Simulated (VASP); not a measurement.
Here is a VASP 6.6.1 calculation.

INCAR

```
PREC     = Accurate       # precision mode
ENCUT    = 520            # plane-wave cutoff, eV
EDIFF    = 1E-7           # SCF threshold, eV
ISMEAR   = 0              # smearing method
SIGMA    = 0.15           # smearing width, eV
LREAL    = F              # projectors in reciprocal space
LASPH    = T              # aspherical terms in the spheres
NELM     = 100            # most SCF steps
ALGO     = Fast           # electronic algorithm
ISIF     = 2              # what is computed and relaxed
LWAVE    = F              # write WAVECAR
LCHARG   = T              # write CHGCAR
GGA      = PS             # functional
LELF     = T              # ELF
LVHAR    = T            
NBANDS   = 10             # bands
```

KPOINTS

```
Automatic mesh
0
Gamma
  18 18 18
```

The input POSCAR:

```
Na
1.0
   -2.3471440430      2.1236065151      2.1236065151
    2.1236065151     -2.3471440430      2.1236065151
    2.1236065151      2.1236065151     -2.3471440430
Na
1
Direct
    0.0000000000      0.0000000000      0.0000000000
```

Potentials or basis: VASP PAW PBE potentials, release 64 (Na_pv).

Command:

```sh
$ cat potpaw_PBE.64/Na_pv/POTCAR > POTCAR
$ mpirun -np 1 vasp_std > vasp.out
```

(1) What does it give for the pressure?

(2) Predict the band gap on the k mesh.

Results:

(1) -0.2 GPa.

(2) zero (an odd number of electrons rules out a gap without spin polarisation).

Caveat: the PAW data sets were made with another functional, which shifts forces and pressure a little.
